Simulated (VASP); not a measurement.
Runs of VASP 6.6.1 on FeNi3. The structure is that of space group Pm-3m (No. 221), or close to it. The cells are those of the table. 

```tsv
task	cell	k mesh	cutoff (eV)	gap on the mesh (eV)	pressure (GPa)	moment (μB)
relaxation of cell and atoms	relaxed from a = 3.510 Å, 4 atoms	12 × 12 × 12	600	none	0.1	4.78
single point	a = 3.544 Å, 4 atoms	12 × 12 × 12	520	none	-0.1	4.79
single point	a = 3.550 Å, 4 atoms	12 × 12 × 12	520	none	-1.1	4.79
single point	a = 3.615 Å, 4 atoms	12 × 12 × 12	520	none	-10.0	4.85
single point	a = 3.510 Å, 4 atoms	6 × 6 × 6	520	none	6.1	4.86
single point	a = 3.756 Å, 4 atoms	12 × 12 × 12	520	none	(a)	(b)
single point	a = 3.258 Å, 4 atoms	14 × 14 × 14	520	none	(d)	4.40
single point	a = 3.685 Å, 4 atoms	12 × 12 × 12	520	none	(c)	4.96
```

Alike in all rows: level PBE; potentials or basis VASP PAW PBE potentials, release 64 (Fe, Ni); spin collinear, ferromagnetic start; smearing gaussian 0.1 eV.

Problem. Estimate the missing entries.

Solution. (a) -21.9; (b) 5.07; (c) -17.1; (d) 89.1.

A gap of «none» marks levels without a gap at the run's occupations.
